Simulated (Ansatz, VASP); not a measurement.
Two plane-wave programs on Ca3Pb2

```
Ca Pb
1.0
     5.93069    0.00000    0.00000
     0.00000    5.93069    0.00000
     0.00000    0.00000    5.93069
Ca Pb
3 2
Cartesian
  2.9653 0.0000 0.0000
  0.0000 2.9653 0.0000
  0.0000 0.0000 2.9653
  0.0000 0.0000 0.0000
  2.9653 2.9653 2.9653
```

Alike in both runs: functional PBE; k mesh 4 × 4 × 4; occupations gaussian, width 0.1 eV; no spin polarisation.

Ansatz relaxed the structure, and its values are those at the end. VASP's run is a single point on that final structure, the one shown.

```csv
,VASP,Ansatz
version,VASP 6.6.1,Ansatz 0.2.0
potentials or method,"VASP PAW PBE potentials, release 64 (Ca_sv, Pb_d), cutoff 520 eV","scalar-relativistic, plane waves, PAW"
valence electrons in the cell,58,58
```

|  | VASP | Ansatz | Ansatz less VASP |
| --- | --- | --- | --- |
| gap on the k mesh at the Fermi level (eV) | none | none | - |
| pressure (GPa) | 0.2 | 0.2 | -0.02 |

A gap of «none» marks a metal or a gap that the smearing closes.

Spin-orbit coupling is off throughout.
